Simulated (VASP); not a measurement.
# Y3AlN4 (I4/mmm) in VASP: relaxation of cell and atoms with PBE

Aim: the relaxation of cell and atoms of Y3AlN4 with PBE.

All numbers are computed with VASP 6.6.1; they aren't measurements. Logs are shortened: lines on timing, memory, paths and dates and some standing lists are left out, and cuts for length are marked.

## Step 1: The cell of the first run

It takes space group I4/mmm (No. 139, tetragonal). The conventional cell has a = 5.040 Å, b = 5.040 Å, c = 10.080 Å, α = 90.00°, β = 90.00°, γ = 90.00°. Within 3.3 Å of Y (site symmetry -4m2) lie 6 N at 2.52 Å. Within 3.3 Å of Y (site symmetry 4/mmm) lie 6 N at 2.52 Å. Al (site symmetry 4/mmm) has 6 N at 2.52 Å within 3.3 Å. Within 3.3 Å of N (site symmetry mmm) lie 4 Y at 2.52 Å and 2 Al at 2.52 Å. Within 3.3 Å of N (site symmetry 4mm) lie 5 Y at 2.52 Å and 1 Al at 2.52 Å.

## Step 2: Relaxation of cell and atoms, PBE

Contents of INCAR:

```
SYSTEM = Y3AlN4
ALGO = Normal
EDIFF = 1E-6
EDIFFG = -0.04
ENCUT = 600
GGA = PE
IBRION = 2
ISIF = 3
ISMEAR = 0
LASPH = .TRUE.
LCHARG = .FALSE.
LREAL = .FALSE.
LWAVE = .FALSE.
NELM = 80
NSW = 90
PREC = Accurate
SIGMA = 0.1
```

Contents of KPOINTS:

```
k-points
0
G
  6 6 6
  0 0 0
```

Contents of POSCAR:

```
Y3AlN4
1.0
   -2.5199089000      2.5199089000      5.0398178000
    2.5199089000     -2.5199089000      5.0398178000
    2.5199089000      2.5199089000     -5.0398178000
Y Al N
3 1 4
Direct
    0.7500000000      0.2500000000      0.5000000000
    0.2500000000      0.7500000000      0.5000000000
    0.5000000000      0.5000000000      0.0000000000
    0.0000000000      0.0000000000      0.0000000000
    0.5000000000      0.0000000000      0.5000000000
    0.0000000000      0.5000000000      0.5000000000
    0.2500000000      0.2500000000      0.0000000000
    0.7500000000      0.7500000000      0.0000000000
```

Potentials or basis: VASP PAW PBE potentials, release 64 (Y_sv, Al, N).

Run with:

```sh
$ cat potpaw_PBE.64/Y_sv/POTCAR potpaw_PBE.64/Al/POTCAR potpaw_PBE.64/N/POTCAR > POTCAR
$ mpirun -np 1 vasp_std > vasp.out
```

OUTCAR:

```text
SYSTEM = Y3AlN4
   EDIFF = 1E-6
   EDIFFG = -0.04
   ENCUT = 600
   GGA = PE
   IBRION = 2
   ISIF = 3
   ISMEAR = 0
   LASPH = .TRUE.
   LREAL = .FALSE.
   NELM = 80
   NSW = 90
   PREC = Accurate

 ion  position               nearest neighbor table
   1  0.750  0.250  0.500-   5 2.52   6 2.52   7 2.52   8 2.52   8 2.52   7 2.52   4 3.56   2 3.56
                             3 3.56   3 3.56   4 3.56   2 3.56   3 3.56   4 3.56   2 3.56   4 3.56
   2  0.250  0.750  0.500-   5 2.52   6 2.52   7 2.52   8 2.52   7 2.52   8 2.52   3 3.56   1 3.56
                             3 3.56   3 3.56   4 3.56   1 3.56   4 3.56   4 3.56   1 3.56   3 3.56
   3  0.500  0.500  0.000-   5 2.52   6 2.52   7 2.52   8 2.52   5 2.52   6 2.52   1 3.56   4 3.56
                             1 3.56   1 3.56   2 3.56   4 3.56   2 3.56   2 3.56   4 3.56   1 3.56
   4  0.000  0.000  0.000-   5 2.52   6 2.52   7 2.52   8 2.52   6 2.52   5 2.52   2 3.56   3 3.56
                             1 3.56   1 3.56   2 3.56   3 3.56   1 3.56   2 3.56   3 3.56   2 3.56
   5  0.500  0.000  0.500-   1 2.52   2 2.52   3 2.52   4 2.52   3 2.52   4 2.52
   6  0.000  0.500  0.500-   1 2.52   2 2.52   3 2.52   4 2.52   4 2.52   3 2.52
   7  0.250  0.250  0.000-   1 2.52   2 2.52   3 2.52   4 2.52   2 2.52   1 2.52
   8  0.750  0.750  0.000-   1 2.52   2 2.52   3 2.52   4 2.52   1 2.52   2 2.52

  LATTYP: Found a body centered tetragonal cell.
 ALAT       =     5.0398178000
 C/A-ratio  =     2.0000000000

  Lattice vectors:

 A1 = (  -2.5199089000,   2.5199089000,   5.0398178000)
 A2 = (   2.5199089000,  -2.5199089000,   5.0398178000)
 A3 = (   2.5199089000,   2.5199089000,  -5.0398178000)

Analysis of symmetry for initial positions (statically):
=====================================================================
 Subroutine PRICEL returns:
 Original cell was already a primitive cell.

 Routine SETGRP: Setting up the symmetry group for a
 body centered tetragonal supercell.

 Subroutine GETGRP returns: Found 16 space group operations
 (whereof 16 operations were pure point group operations)
 out of a pool of 16 trial point group operations.

The static configuration has the point symmetry D_4h.

Analysis of symmetry for dynamics (positions and initial velocities):
=====================================================================
 Subroutine PRICEL returns:
 Original cell was already a primitive cell.

 Routine SETGRP: Setting up the symmetry group for a
 body centered tetragonal supercell.

 Subroutine GETGRP returns: Found 16 space group operations
 (whereof 16 operations were pure point group operations)
 out of a pool of 16 trial point group operations.

The dynamic configuration has the point symmetry D_4h.

 Subroutine INISYM returns: Found 16 space group operations
 (whereof 16 operations are pure point group operations),
 and found     1 'primitive' translations

----------------------------------------------------------------------------------------

                                     Primitive cell

  volume of cell :     128.0102

  direct lattice vectors                    reciprocal lattice vectors
    -2.519908900  2.519908900  5.039817800     0.000000000  0.198419871  0.099209936
     2.519908900 -2.519908900  5.039817800     0.198419871  0.000000000  0.099209936
     2.519908900  2.519908900 -5.039817800     0.198419871  0.198419871  0.000000000

  length of vectors
     6.172491003  6.172491003  6.172491003     0.221840160  0.221840160  0.280608073

  position of ions in fractional coordinates (direct lattice)
     0.750000000  0.250000000  0.500000000
     0.250000000  0.750000000  0.500000000
     0.500000000  0.500000000  0.000000000
     0.000000000  0.000000000  0.000000000
     0.500000000  0.000000000  0.500000000
     0.000000000  0.500000000  0.500000000
     0.250000000  0.250000000  0.000000000
     0.750000000  0.750000000  0.000000000

  ion indices of the primitive-cell ions
   primitive index   ion index
                 1           1
                 2           2
                 3           3
                 4           4
                 5           5
                 6           6
                 7           7
                 8           8

----------------------------------------------------------------------------------------

 KPOINTS: k-points

Automatic generation of k-mesh.
 Grid dimensions read from file:
 generate k-points for:    6    6    6

 Generating k-lattice:

  Cartesian coordinates                     Fractional coordinates (reciprocal lattice)
     0.000000000  0.033069979  0.016534989     0.166666667  0.000000000  0.000000000
     0.033069979  0.000000000  0.016534989     0.000000000  0.166666667  0.000000000
     0.033069979  0.033069979  0.000000000     0.000000000  0.000000000  0.166666667

  Length of vectors
     0.036973360  0.036973360  0.046768012

  Shift w.r.t. Gamma in fractional coordinates (k-lattice)
     0.000000000  0.000000000  0.000000000

 Subroutine IBZKPT returns following result:
 ===========================================

 Found     30 irreducible k-points:

 Following reciprocal coordinates:
            Coordinates               Weight
  0.000000  0.000000  0.000000      1.000000
  0.166667  0.000000  0.000000      8.000000
  0.333333  0.000000  0.000000      8.000000
  0.500000  0.000000  0.000000      4.000000
  0.166667  0.166667  0.000000      8.000000
  0.333333  0.166667  0.000000     16.000000
[... 16 lines left out ...]
 -0.333333 -0.333333  0.166667      8.000000
 -0.166667 -0.333333  0.166667      8.000000
 [... further k-points ...]
   k-points           NKPTS =     30   k-points in BZ     NKDIM =     30   number of bands    NBANDS=     33
   number of dos      NEDOS =    301   number of ions     NIONS =      8
   total plane-waves  NPLWV = 125000
   dimension x,y,z NGX =    50 NGY =   50 NGZ =   50
   dimension x,y,z NGXF=   100 NGYF=  100 NGZF=  100
   ions per type =               3   1   4
   NGX,Y,Z   is equivalent  to a cutoff of  13.47, 13.47, 13.47 a.u.
   NGXF,Y,Z  is equivalent  to a cutoff of  26.93, 26.93, 26.93 a.u.
 SYSTEM =  Y3AlN4
   PREC   = accura    normal or accurate (medium, high low for compatibility)
   ISTART =      0    job   : 0-new  1-cont  2-samecut
   ICHARG =      2    charge: 1-file 2-atom 10-const
   ISPIN  =      1    spin polarized calculation?
   LNONCOLLINEAR =      F non collinear calculations
   LSORBIT =      F    spin-orbit coupling
   LASPH  =      T    aspherical Exc in radial PAW
   ENCUT  =  600.0 eV  44.10 Ry    6.64 a.u.  12.33 12.33 12.33*2*pi/ulx,y,z
   NELM   =     80;   NELMIN=  2; NELMDL= -5     # of ELM steps
   EDIFF  = 0.1E-05   stopping-criterion for ELM
   LREAL  =      F    real-space projection
   EDIFFG = -.4E-01   stopping-criterion for IOM
   NSW    =     90    number of steps for IOM
   IBRION =      2    ionic relax: 0-MD 1-quasi-New 2-CG
   NFREE  =      1    steps in history (QN), initial steepest desc. (CG)
   ISIF   =      3    stress and relaxation
   ISYM   =      2    0-nonsym 1-usesym 2-fastsym
   POTIM  = 0.5000    time-step for ionic-motion
   TEBEG  =    0.0;   TEEND  =   0.0 temperature during run
   PSTRESS=    0.0 pullay stress
   NELECT =      56.0000    total number of electrons
   NUPDOWN=      -1.0000    fix difference up-down
   EMIN   =  10.00;   EMAX   =-10.00  energy-range for DOS
   EFERMI =   0.00;   METHOD = LEGACY
   ISMEAR =     0;   SIGMA  =   0.10  broadening in eV -4-tet -1-fermi 0-gaus
   EFERMI_NEDOS =   21; number of points for ismear=-14 and -15
   IALGO  =     38    algorithm
   IMIX   =      4    mixing-type and parameters
     AMIX     =   0.40;   BMIX     =  1.00
     AMIX_MAG =   1.60;   BMIX_MAG =  1.00
  volume/ion in A,a.u.               =      16.00       107.98
  Fermi-wavevector in a.u.,A,eV,Ry     =   1.242766  2.348487 21.013751  1.544467
  Thomas-Fermi vector in A             =   2.377106
   LORBIT       =      0    0 simple, 1 ext, 2 COOP (PROOUT), +10 PAW based schemes
   GGA     = PE    functional components
   LHFCALC =     F    Hartree Fock is set to
   AEXX    =    0.0000 exact exchange contribution
   IVDW    =     0    specifies the selected vdW correction
   LEPSILON=     F    determine dielectric tensor
   LRPA    =     F    only Hartree local field effects (RPA)
 conjugate gradient relaxation of ions
 non-spin polarized calculation
 Gauss-broadening in eV      SIGMA  =   0.10
  energy-cutoff  :      600.00
  volume of cell :      128.01
 maximum number of plane-waves:      4325
 NGX is ok and might be reduce to    50
   NGX = 25   NGY = 25   NGZ = 25

--------------------------------------- Ionic step        1  -------------------------------------------

 number of electron      56.0000000 magnetization

 Free energy of the ion-electron system (eV)
  ---------------------------------------------------
  ext. energy  EPLUGINS =         0.00000000
  ---------------------------------------------------
  free energy    TOTEN  =       -65.76084330 eV

  energy without entropy =      -65.76082190  energy(sigma->0) =      -65.76083260

------------------------ aborting loop because EDIFF is reached ----------------------------------------

  FORCE on cell =-STRESS in cart. coord.  units (eV):
  Direction    XX          YY          ZZ          XY          YZ          ZX
  --------------------------------------------------------------------------------------
  -------------------------------------------------------------------------------------
  Total      -14.6772813    -14.6772813    -15.9618077      0.0000000      0.0000000      0.0000000
  in kB     -183.7010723   -183.7010723   -199.7782243      0.0000000      0.0000000      0.0000000
  external PRESSURE =    -189.0601230 kB  Pullay stress =       0.0000000 kB
[... 107 lines left out ...]
  FREE ENERGIE OF THE ION-ELECTRON SYSTEM (eV)
  ---------------------------------------------------
  free  energy   TOTEN  =       -67.1053558351 eV

  energy  without entropy=      -67.1053558318  energy(sigma->0) =      -67.10535583

[... ionic steps 4 to 9 ...]

--------------------------------------- Ionic step       10  -------------------------------------------

 number of electron      55.9999999 magnetization

------------------------ aborting loop because EDIFF is reached ----------------------------------------
[... 79 lines left out ...]
--------------------------------------- Ionic step       12  -------------------------------------------

 number of electron      55.9999999 magnetization

 Free energy of the ion-electron system (eV)
  ---------------------------------------------------
  ext. energy  EPLUGINS =         0.00000000
  ---------------------------------------------------
  free energy    TOTEN  =       -67.30394191 eV

  energy without entropy =      -67.30394019  energy(sigma->0) =      -67.30394105

 E-fermi :   5.2125     XC(G=0): -11.2757

 val. band max:        4.9734376213   @ k =   0.0000   0.0000   0.0000
 cond. band min:       5.4516173970   @ k =   0.0000   0.0000   0.0000
 fundamental gap:      0.4781797757
 Fermi energy:         5.2125355475

 k-point     1 :       0.0000    0.0000    0.0000
  band No.  band energies     occupation
      1     -36.1451      2.00000
      2     -35.6364      2.00000
      3     -35.5506      2.00000
      4     -16.5482      2.00000
      5     -16.2756      2.00000
      6     -16.2756      2.00000
[... 853 lines left out ...]
     32       8.1579      0.00000
     33       8.8439      0.00000

 [... further k-points ...]

------------------------ aborting loop because EDIFF is reached ----------------------------------------

  FORCE on cell =-STRESS in cart. coord.  units (eV):
  Direction    XX          YY          ZZ          XY          YZ          ZX
  --------------------------------------------------------------------------------------
  -------------------------------------------------------------------------------------
  Total        0.0678495      0.0678495     -0.0707978      0.0000000     -0.0000000      0.0000000
  in kB        1.0089081      1.0089081     -1.0527485      0.0000000     -0.0000000      0.0000000
  external PRESSURE =       0.3216892 kB  Pullay stress =       0.0000000 kB
[... 23 lines left out ...]
  FREE ENERGIE OF THE ION-ELECTRON SYSTEM (eV)
  ---------------------------------------------------
  free  energy   TOTEN  =       -67.3039419112 eV

  energy  without entropy=      -67.3039401894  energy(sigma->0) =      -67.30394105

 reached required accuracy - stopping structural energy minimisation
```

Wall time 59 min (1 thread of Oxide Virtual Turin-like, shared host); peak memory 0.45 GiB.

Results:

- Free energy: -67.3039 eV
- Relaxed volume: 13.47 Å³/atom
- Relaxed cell: a = 5.765 Å, b = 5.765 Å, c = 5.765 Å, α = 130.67°, β = 130.67°, γ = 72.34°
- Space group after relaxing (to 0.1 Å): I4/mmm (No. 139)
- Energy gained by relaxing: 192.9 meV/atom
- Ionic steps: 12
- Pressure after relaxing: 0.0 GPa
- Largest force after relaxing: 0.016 eV/Å
- Band gap on the k mesh: 0.48 eV

Forces in eV/Å, atoms in the order of the input:
```
Y    0.000  0.000  0.000
Y    0.000  0.000  0.000
Y    0.000  0.000  0.000
Al   0.000  0.000  0.000
N    0.000  0.000  0.000
N    0.000  0.000  0.000
N    0.000  0.000 -0.016
N    0.000  0.000  0.016
```

Stress tensor (GPa, compression positive):
```
 0.10  0.00  0.00
 0.00  0.10  0.00
 0.00  0.00 -0.11
```

Step by step:
```
step  energy change (eV)  largest force (eV/Å)  pressure (GPa)  volume (Å³)
   1              0.0000                0.3098          -18.91       128.01
   2             -0.4622                1.3778           25.80        96.12
   3             -1.3445                0.8497           -0.26       108.71
   4             -1.3448                0.8625            0.33       108.34
   5             -1.4119                0.7282            0.42       108.03
   6             -1.5310                0.2459            1.28       107.08
   7             -1.5340                0.0479            1.73       106.80
   8             -1.5351                0.1196            1.56       106.89
   9             -1.5195                0.0727           -3.28       109.97
  10             -1.5423                0.0445           -0.27       107.99
  11             -1.5423                0.0453           -0.20       107.97
  12             -1.5431                0.0160            0.03       107.75
```

Final structure:
```xyz
8
Lattice="-2.4059 2.4059 4.6536 2.4059 -2.4059 4.6536 2.4059 2.4059 -4.6536" Properties=species:S:1:pos:R:3 pbc="T T T"
Y     0.0000    2.4059    2.3268
Y     2.4059    0.0000    2.3268
Y     0.0000    0.0000    4.6536
Al    0.0000    0.0000    0.0000
N     0.0000    2.4059    0.0000
N     2.4059    0.0000    0.0000
N     2.4059    2.4059   -2.5210
N     0.0000    0.0000    7.1746
```

Caveat: the volume moved by over 15 % at a fixed basis, so the end points are rough; semilocal functionals underestimate gaps, and a narrow one can read as zero. A k mesh can miss the band edges.
